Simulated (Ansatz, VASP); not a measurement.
Si: VASP beside Ansatz

INCAR

```
SYSTEM = Si
PREC = Accurate ; ENCUT = 520
EDIFF = 1E-7 ; ISMEAR = 0
SIGMA = 0.15 ; LREAL = .FALSE.
LASPH = .TRUE. ; NELM = 100
ALGO = Normal ; ISIF = 2
LWAVE = .FALSE. ; LCHARG = .FALSE.
GGA = CA ; NBANDS = 8
```

The input KPOINTS:

```
regular mesh
0
G
  24 24 20
  0 0 0
```

Contents of POSCAR:

```
Si
1.0
    2.4895156742      0.0000000000      0.0000000000
   -1.2447578371      2.1559838169      0.0000000000
    0.0000000000      0.0000000000      2.5280132497
Si
1
Direct
    0.0000000000      0.0000000000      0.0000000000
```

Input for Ansatz:

```yaml
crystal:
  lattice:
    - [2.4895156742, 0.0, 0.0]
    - [-1.2447578371, 2.1559838169, 0.0]
    - [0.0, 0.0, 2.5280132497]
  atoms:
    - { symbol: Si, position: [0.0, 0.0, 0.0] }
basis:
  ecutwfc: 420
kpoints:
  mp_grid: { grid: [24, 24, 20] }
hamiltonian:
  xc: lda
scf:
  occupations: { method: gaussian, width: 0.15 }
output:
  forces: true
  stress: true
  eigenvalues: true
```

Change from the starting cell: strain -0.050 along x and y, +0.025 along z, atoms carried along.

Alike in both runs: task single point; functional LDA; k mesh 24 × 24 × 20; occupations gaussian, width 0.15 eV; no spin polarisation.

|  | VASP | Ansatz |
| --- | --- | --- |
| version | VASP 6.6.1 | Ansatz 0.2.0 |
| potentials or method | VASP PAW LDA potentials, release 64 (Si), cutoff 520 eV | scalar-relativistic, plane waves, PAW |
| valence electrons in the cell | 4 | 4 |

```tsv
	VASP	Ansatz	Ansatz less VASP
gap on the k mesh at the Fermi level (eV)	none	none	-
pressure (GPa)	9.9	9.8	-0.12
traceless stress, the component that is largest in VASP (GPa)	-14.35	-14.35	-0.002
```

LDA's correlation is that of Perdew and Zunger in VASP and of Perdew and Wang (1992) in Ansatz. A gap of «none» marks a metal or a gap that the smearing closes.
